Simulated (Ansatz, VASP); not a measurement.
## F in VASP and in Ansatz

```
F
1.0
     9.00000    0.00000    0.00000
     0.00000    9.50000    0.00000
     0.00000    0.00000   10.00000
F
2
Direct
  0.50000 0.50000 0.43010
  0.50000 0.50000 0.56990
```

Alike in both runs: functional PBEsol; k mesh 1 × 1 × 1; occupations fermi-dirac, width 0.02 eV; no spin polarisation.

Ansatz relaxed the structure, and its values are those at the end. VASP's run is a single point on that final structure, the one shown.

|  | VASP | Ansatz |
| --- | --- | --- |
| version | VASP 6.6.1 | Ansatz 0.2.0 |
| potentials or method | VASP PAW PBE potentials, release 64 (F_h), cutoff 1010 eV | plane waves, PAW |
| valence electrons in the cell | 14 | 14 |

|  | VASP | Ansatz | Ansatz less VASP |
| --- | --- | --- | --- |
| rms of the force components (eV/Å) | 0.020 | 0.000 | -0.0203 |

VASP's potentials were made for PBE, not for PBEsol. The functional is the same, so the differences come from potentials, cutoffs and numerics. Ansatz's warnings: stress scf threshold loose.
